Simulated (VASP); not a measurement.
Crystal: ZnS.

```
Zn S
1.0
     0.00000    2.69410    2.69410
     2.69410    0.00000    2.69410
     2.69410    2.69410    0.00000
Zn S
1 1
Direct
  0.25000 0.25000 0.25000
  0.00000 0.00000 0.00000
```

Base run:

- Program: VASP 6.6.1
- Functional: r2SCAN
- Potentials or basis: VASP PAW PBE potentials, release 64 (Zn, S)
- Cutoff: 520 eV
- k mesh: 8 × 8 × 8
- Occupations: gaussian, width 0.01 eV
- Spin: no spin polarisation

Its results: band gap on the k mesh 2.72 eV; pressure 0.0 GPa.

Problem. The run is repeated on the same cell with these changes: functional from r2SCAN to PBE; occupations from gaussian, width 0.01 eV to fermi-dirac, width 0.02 eV. What comes out?

Solution. Band gap on the k mesh 2.15 eV; pressure 2.5 GPa.

Caveats: the PAW data sets were made with another functional, which shifts forces and pressure a little (at least some runs).

